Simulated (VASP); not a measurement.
# Si2W (I4/mmm) in VASP: a series of runs

The runs below take Si2W through single point, with PBE.

Everything below comes from runs of VASP 6.6.1. Logs are shortened: lines on timing, memory, paths and dates and some standing lists are left out, and cuts for length are marked.

## 1. The cell of the first run

The structure is tetragonal, space group I4/mmm (No. 139). Conventional cell: a = 3.256 Å, b = 3.256 Å, c = 7.933 Å, α = 90.00°, β = 90.00°, γ = 90.00°. Si (site symmetry 4mm) has 9 Si at 2.62 to 3.26 Å and 5 W at 2.65 to 2.66 Å within 3.5 Å. Within 3.5 Å of W (site symmetry 4/mmm) lie 10 Si at 2.65 to 2.66 Å and 4 W at 3.26 Å.

## 2. Single point, PBE (14.02 Å³/atom)

The input, INCAR:

```
SYSTEM = Si2W
ALGO = Normal ; EDIFF = 1E-6
ENCUT = 520 ; GGA = PE
ISIF = 2 ; ISMEAR = -1
LASPH = .True. ; LCHARG = .False.
LREAL = .False. ; LWAVE = .False.
NBANDS = 18 ; NELM = 60
PREC = Accurate ; SIGMA = 0.05
```

The input, KPOINTS:

```
k-points
0
Gamma
  20 20 20
  0 0 0
```

The input, POSCAR:

```
Si2W
1.0
   -1.6280458460      1.6280458460      3.9664684080
    1.6280458460     -1.6280458460      3.9664684080
    1.6280458460      1.6280458460     -3.9664684080
Si W
2 1
Direct
    0.3349678444      0.3349678444      0.0000000000
    0.6650321556      0.6650321556      0.0000000000
    0.0000000000      0.0000000000      0.0000000000
```

Potentials or basis: VASP PAW PBE potentials, release 64 (Si, W_sv).

Run with:

```bash
> cat potpaw_PBE.64/Si/POTCAR potpaw_PBE.64/W_sv/POTCAR > POTCAR
> mpirun -np 1 vasp_std > vasp.out
```

OUTCAR:

```text
SYSTEM = Si2W
   EDIFF = 1E-6
   ENCUT = 520
   GGA = PE
   ISIF = 2
   ISMEAR = -1
   LASPH = .True.
   LREAL = .False.
   NELM = 60
   PREC = Accurate

 ion  position               nearest neighbor table
   1  0.335  0.335  0.000-   2 2.62   3 2.65   3 2.65   3 2.65   3 2.65   3 2.66   2 2.67   2 2.67
                             2 2.67   2 2.67
   2  0.665  0.665  0.000-   1 2.62   3 2.65   3 2.65   3 2.65   3 2.65   3 2.66   1 2.67   1 2.67
                             1 2.67   1 2.67
   3  0.000  0.000  0.000-   2 2.65   2 2.65   2 2.65   1 2.65   2 2.65   1 2.65   1 2.65   1 2.65
                             1 2.66   2 2.66

  LATTYP: Found a body centered tetragonal cell.
 ALAT       =     3.2560916920
 C/A-ratio  =     2.4363370465

  Lattice vectors:

 A1 = (  -1.6280458460,   1.6280458460,   3.9664684080)
 A2 = (   1.6280458460,  -1.6280458460,   3.9664684080)
 A3 = (   1.6280458460,   1.6280458460,  -3.9664684080)

Analysis of symmetry for initial positions (statically):
=====================================================================
 Subroutine PRICEL returns:
 Original cell was already a primitive cell.

 Routine SETGRP: Setting up the symmetry group for a
 body centered tetragonal supercell.

 Subroutine GETGRP returns: Found 16 space group operations
 (whereof 16 operations were pure point group operations)
 out of a pool of 16 trial point group operations.

The static configuration has the point symmetry D_4h.

Analysis of symmetry for dynamics (positions and initial velocities):
=====================================================================
 Subroutine PRICEL returns:
 Original cell was already a primitive cell.

 Routine SETGRP: Setting up the symmetry group for a
 body centered tetragonal supercell.

 Subroutine GETGRP returns: Found 16 space group operations
 (whereof 16 operations were pure point group operations)
 out of a pool of 16 trial point group operations.

The dynamic configuration has the point symmetry D_4h.

 Subroutine INISYM returns: Found 16 space group operations
 (whereof 16 operations are pure point group operations),
 and found     1 'primitive' translations

----------------------------------------------------------------------------------------

                                     Primitive cell

  volume of cell :      42.0530

  direct lattice vectors                    reciprocal lattice vectors
    -1.628045846  1.628045846  3.966468408     0.000000000  0.307116658  0.126056721
     1.628045846 -1.628045846  3.966468408     0.307116658  0.000000000  0.126056721
[... 89 lines left out ...]
   EDIFFG = 0.1E-04   stopping-criterion for IOM
   NSW    =      0    number of steps for IOM
   IBRION =     -1    ionic relax: 0-MD 1-quasi-New 2-CG
   NFREE  =      0    steps in history (QN), initial steepest desc. (CG)
   ISIF   =      2    stress and relaxation
   ISYM   =      2    0-nonsym 1-usesym 2-fastsym
   POTIM  = 0.5000    time-step for ionic-motion
   TEBEG  =    0.0;   TEEND  =   0.0 temperature during run
   PSTRESS=    0.0 pullay stress
   NELECT =      22.0000    total number of electrons
   NUPDOWN=      -1.0000    fix difference up-down
   EMIN   =  10.00;   EMAX   =-10.00  energy-range for DOS
   EFERMI =   0.00;   METHOD = LEGACY
   ISMEAR =    -1;   SIGMA  =   0.05  broadening in eV -4-tet -1-fermi 0-gaus
   EFERMI_NEDOS =   21; number of points for ismear=-14 and -15
   IALGO  =     38    algorithm
   IMIX   =      4    mixing-type and parameters
     AMIX     =   0.40;   BMIX     =  1.00
     AMIX_MAG =   1.60;   BMIX_MAG =  1.00
  volume/ion in A,a.u.               =      14.02        94.60
  Fermi-wavevector in a.u.,A,eV,Ry     =   1.319117  2.492770 23.675084  1.740070
  Thomas-Fermi vector in A             =   2.449038
   LORBIT       =      0    0 simple, 1 ext, 2 COOP (PROOUT), +10 PAW based schemes
   GGA     = PE    functional components
   LHFCALC =     F    Hartree Fock is set to
   AEXX    =    0.0000 exact exchange contribution
   IVDW    =     0    specifies the selected vdW correction
   LEPSILON=     F    determine dielectric tensor
   LRPA    =     F    only Hartree local field effects (RPA)
 non-spin polarized calculation
  energy-cutoff  :      520.00
  volume of cell :       42.05
 maximum number of plane-waves:      1154
 NGX is ok and might be reduce to    36
   NGX = 17   NGY = 17   NGZ = 17

 number of electron      22.0000001 magnetization

 Free energy of the ion-electron system (eV)
  ---------------------------------------------------
  ext. energy  EPLUGINS =         0.00000000
  ---------------------------------------------------
  free energy    TOTEN  =       -24.79958268 eV

  energy without entropy =      -24.79743314  energy(sigma->0) =      -24.79850791

 E-fermi :  11.3881     XC(G=0): -12.3422

 val. band max:       11.3780342575   @ k =  -0.2000  -0.3000   0.2000
 cond. band min:      11.4344214498   @ k =   0.5000   0.5000   0.3000
 fundamental gap:      0.0563871923
 Fermi energy:        11.3880699895

 k-point     1 :       0.0000    0.0000    0.0000
  band No.  band energies     occupation
      1     -62.5358      2.00000
      2     -26.7590      2.00000
      3     -26.7580      2.00000
      4     -26.7580      2.00000
      5      -2.3455      2.00000
      6       4.7963      2.00000
[... 481 lines left out ...]
      5      -0.2742      2.00000
      6       3.6656      2.00000
[... 10 lines left out ...]
     17      18.4035      0.00000
     18      19.6214      0.00000

 [... further k-points ...]

------------------------ aborting loop because EDIFF is reached ----------------------------------------

  FORCE on cell =-STRESS in cart. coord.  units (eV):
  Direction    XX          YY          ZZ          XY          YZ          ZX
  --------------------------------------------------------------------------------------
  -------------------------------------------------------------------------------------
  Total       -1.2795958     -1.2795958     -1.4737274      0.0000000      0.0000000      0.0000000
  in kB      -48.7512938    -48.7512938    -56.1475075      0.0000000      0.0000000      0.0000000
  external PRESSURE =     -51.2166984 kB  Pullay stress =       0.0000000 kB

 VOLUME and BASIS-vectors are now :
 -----------------------------------------------------------------------------
  energy-cutoff  :      520.00
  volume of cell :       42.05
      direct lattice vectors                 reciprocal lattice vectors
    -1.628045846  1.628045846  3.966468408     0.000000000  0.307116658  0.126056721
     1.628045846 -1.628045846  3.966468408     0.307116658  0.000000000  0.126056721
     1.628045846  1.628045846 -3.966468408     0.307116658  0.307116658  0.000000000

 POSITION                                       TOTAL-FORCE (eV/Angst)
 -----------------------------------------------------------------------------------
      0.00000      0.00000      2.65728        -0.000000     -0.000000      0.005286
      0.00000      0.00000      5.27566         0.000000      0.000000     -0.005286
      0.00000      0.00000      0.00000        -0.000000     -0.000000      0.000000
 -----------------------------------------------------------------------------------
    total drift:                               -0.000000      0.000000     -0.000000

  FREE ENERGIE OF THE ION-ELECTRON SYSTEM (eV)
  ---------------------------------------------------
  free  energy   TOTEN  =       -24.7995826779 eV

  energy  without entropy=      -24.7974331397  energy(sigma->0) =      -24.79850791
```

Wall time 16 min (1 thread of Oxide Virtual Turin-like, shared host); peak memory 0.53 GiB.

Results:

```
Free energy            : -24.7996 eV
Pressure               : -5.1 GPa
Largest force          : 0.005 eV/Å
Band gap on the k mesh : zero (bands 11 and 12 overlap by 1.23 eV)
```

Forces in eV/Å, atoms in the order of the input:
```
Si   0.000  0.000  0.005
Si   0.000  0.000 -0.005
W    0.000  0.000  0.000
```

Caveat: the cell stands under tension; spin-orbit coupling is left out, which moves the levels of the heavy elements.

## 3. Single point, PBE (14.29 Å³/atom)

This run uses another cell than the first one, of 14.29 Å³/atom.

The input, INCAR:

```
SYSTEM = Si2W
  PREC = Accurate
  ENCUT = 520
  EDIFF = 1E-6
  ISMEAR = -1
  SIGMA = 0.05
  LREAL = .FALSE.
  LASPH = .TRUE.
  NELM = 60
  ALGO = Normal
  ISIF = 2
  LWAVE = .FALSE.
  LCHARG = .FALSE.
  GGA = PE
  NBANDS = 18
```

The input, KPOINTS:

```
regular mesh
0
G
  20 20 20
  0 0 0
```

The input, POSCAR:

```
Si2W
1.0
   -1.6384158444      1.6384158444      3.9917332191
    1.6384158444     -1.6384158444      3.9917332191
    1.6384158444      1.6384158444     -3.9917332191
Si W
2 1
Direct
    0.3353218683      0.3353218683      0.0000000000
    0.6646781317      0.6646781317      0.0000000000
    0.0000000000      0.0000000000      0.0000000000
```

Potentials or basis: VASP PAW PBE potentials, release 64 (Si, W_sv).

Run with:

```bash
> cat potpaw_PBE.64/Si/POTCAR potpaw_PBE.64/W_sv/POTCAR > POTCAR
> mpirun -np 1 vasp_std > vasp.out
```

OUTCAR:

```text
SYSTEM = Si2W
   PREC = Accurate
   ENCUT = 520
   EDIFF = 1E-6
   ISMEAR = -1
   LREAL = .FALSE.
   LASPH = .TRUE.
   NELM = 60
   ISIF = 2
   GGA = PE

 ion  position               nearest neighbor table
   1  0.335  0.335  0.000-   2 2.63   3 2.66   3 2.66   3 2.66   3 2.66   3 2.68   2 2.69   2 2.69
                             2 2.69   2 2.69
   2  0.665  0.665  0.000-   1 2.63   3 2.66   3 2.66   3 2.66   3 2.66   3 2.68   1 2.69   1 2.69
                             1 2.69   1 2.69
   3  0.000  0.000  0.000-   2 2.66   1 2.66   2 2.66   1 2.66   2 2.66   1 2.66   1 2.66   2 2.66
                             1 2.68   2 2.68

  LATTYP: Found a body centered tetragonal cell.
 ALAT       =     3.2768316888
 C/A-ratio  =     2.4363370464

  Lattice vectors:

 A1 = (  -1.6384158444,   1.6384158444,   3.9917332191)
 A2 = (   1.6384158444,  -1.6384158444,   3.9917332191)
 A3 = (   1.6384158444,   1.6384158444,  -3.9917332191)

Analysis of symmetry for initial positions (statically):
=====================================================================
 Subroutine PRICEL returns:
 Original cell was already a primitive cell.

 Routine SETGRP: Setting up the symmetry group for a
 body centered tetragonal supercell.

 Subroutine GETGRP returns: Found 16 space group operations
 (whereof 16 operations were pure point group operations)
 out of a pool of 16 trial point group operations.

The static configuration has the point symmetry D_4h.

Analysis of symmetry for dynamics (positions and initial velocities):
=====================================================================
 Subroutine PRICEL returns:
 Original cell was already a primitive cell.

 Routine SETGRP: Setting up the symmetry group for a
 body centered tetragonal supercell.

 Subroutine GETGRP returns: Found 16 space group operations
 (whereof 16 operations were pure point group operations)
 out of a pool of 16 trial point group operations.

The dynamic configuration has the point symmetry D_4h.

 Subroutine INISYM returns: Found 16 space group operations
[... 119 lines left out ...]
     AMIX_MAG =   1.60;   BMIX_MAG =  1.00
  volume/ion in A,a.u.               =      14.29        96.42
  Fermi-wavevector in a.u.,A,eV,Ry     =   1.310768  2.476992 23.376340  1.718112
  Thomas-Fermi vector in A             =   2.441276
   LORBIT       =      0    0 simple, 1 ext, 2 COOP (PROOUT), +10 PAW based schemes
   GGA     = PE    functional components
   LHFCALC =     F    Hartree Fock is set to
   AEXX    =    0.0000 exact exchange contribution
   IVDW    =     0    specifies the selected vdW correction
   LEPSILON=     F    determine dielectric tensor
   LRPA    =     F    only Hartree local field effects (RPA)
 non-spin polarized calculation
  energy-cutoff  :      520.00
  volume of cell :       42.86
 maximum number of plane-waves:      1172
   NGX = 17   NGY = 17   NGZ = 17

 number of electron      22.0000001 magnetization

 Free energy of the ion-electron system (eV)
  ---------------------------------------------------
  ext. energy  EPLUGINS =         0.00000000
  ---------------------------------------------------
  free energy    TOTEN  =       -24.76499227 eV

  energy without entropy =      -24.76273833  energy(sigma->0) =      -24.76386530

 E-fermi :  11.1189     XC(G=0): -12.2523

 val. band max:       11.1182668832   @ k =  -0.4500   0.4500   0.3500
 cond. band min:      11.1253433020   @ k =  -0.4500   0.5000   0.3000
 fundamental gap:      0.0070764188
 Fermi energy:        11.1189372214

 k-point     1 :       0.0000    0.0000    0.0000
  band No.  band energies     occupation
      1     -62.8436      2.00000
      2     -27.0577      2.00000
      3     -27.0577      2.00000
      4     -27.0488      2.00000
      5      -2.4509      2.00000
      6       4.6438      2.00000
[... 481 lines left out ...]
      5      -0.4121      2.00000
      6       3.4855      2.00000
[... 10 lines left out ...]
     17      18.0259      0.00000
     18      19.2212      0.00000

 [... further k-points ...]

------------------------ aborting loop because EDIFF is reached ----------------------------------------

  FORCE on cell =-STRESS in cart. coord.  units (eV):
  Direction    XX          YY          ZZ          XY          YZ          ZX
  --------------------------------------------------------------------------------------
  -------------------------------------------------------------------------------------
  Total       -2.2215807     -2.2215807     -2.5254886      0.0000000      0.0000000     -0.0000000
  in kB      -83.0429735    -83.0429735    -94.4030904      0.0000000      0.0000000     -0.0000000
  external PRESSURE =     -86.8296791 kB  Pullay stress =       0.0000000 kB

 VOLUME and BASIS-vectors are now :
 -----------------------------------------------------------------------------
  energy-cutoff  :      520.00
  volume of cell :       42.86
      direct lattice vectors                 reciprocal lattice vectors
    -1.638415844  1.638415844  3.991733219     0.000000000  0.305172830  0.125258872
     1.638415844 -1.638415844  3.991733219     0.305172830  0.000000000  0.125258872
     1.638415844  1.638415844 -3.991733219     0.305172830  0.305172830  0.000000000

 POSITION                                       TOTAL-FORCE (eV/Angst)
 -----------------------------------------------------------------------------------
      0.00000      0.00000      2.67703         0.000000      0.000000      0.006239
      0.00000      0.00000      5.30644         0.000000      0.000000     -0.006239
      0.00000      0.00000      0.00000        -0.000000     -0.000000      0.000000
 -----------------------------------------------------------------------------------
    total drift:                               -0.000000     -0.000000      0.000000

  FREE ENERGIE OF THE ION-ELECTRON SYSTEM (eV)
  ---------------------------------------------------
  free  energy   TOTEN  =       -24.7649922661 eV

  energy  without entropy=      -24.7627383322  energy(sigma->0) =      -24.76386530
```

OSZICAR:

```text
N       E                     dE             d eps       ncg     rms          rms(c)
DAV:   1     0.129662596794E+03    0.12966E+03   -0.10826E+04 23108   0.122E+03
DAV:   2    -0.211016682257E+02   -0.15076E+03   -0.14703E+03 26450   0.318E+02
DAV:   3    -0.256523880358E+02   -0.45507E+01   -0.44852E+01 29048   0.494E+01
DAV:   4    -0.256965780287E+02   -0.44190E-01   -0.44092E-01 27516   0.504E+00
DAV:   5    -0.256970587861E+02   -0.48076E-03   -0.48073E-03 27402   0.572E-01    0.226E+01
DAV:   6    -0.248790649913E+02    0.81799E+00   -0.42830E+00 24734   0.140E+01    0.716E+00
DAV:   7    -0.247919474186E+02    0.87118E-01   -0.35456E-01 24580   0.323E+00    0.436E+00
DAV:   8    -0.247654838011E+02    0.26464E-01   -0.59946E-02 25904   0.189E+00    0.335E-01
DAV:   9    -0.247650893763E+02    0.39442E-03   -0.13689E-03 27196   0.288E-01    0.209E-01
DAV:  10    -0.247650012206E+02    0.88156E-04   -0.34710E-04 27128   0.160E-01    0.364E-02
DAV:  11    -0.247649920825E+02    0.91380E-05   -0.51717E-05 26366   0.526E-02    0.194E-02
DAV:  12    -0.247649922661E+02   -0.18351E-06   -0.25509E-06 21952   0.101E-02
   1 F= -.24764992E+02 E0= -.24763865E+02  d E =-.225393E-02
```

Run time: 15 min. Hardware: 1 thread of Oxide Virtual Turin-like, shared host; peak memory 0.54 GiB.

What came out:

* Free energy: -24.7650 eV
* Pressure: -8.7 GPa
* Largest force: 0.006 eV/Å
* Band gap on the k mesh: zero (bands 11 and 12 overlap by 1.19 eV)

Forces on the atoms (eV/Å):
```
Si   0.000  0.000  0.006
Si   0.000  0.000 -0.006
W    0.000  0.000  0.000
```

Stress tensor (GPa, compression positive):
```
-8.30  0.00  0.00
 0.00 -8.30  0.00
 0.00  0.00 -9.44
```

Caveat: the cell stands under tension; spin-orbit coupling is left out, which moves the levels of the heavy elements.

The gap in the log of VASP goes by the Fermi energy; the results here count the filled bands.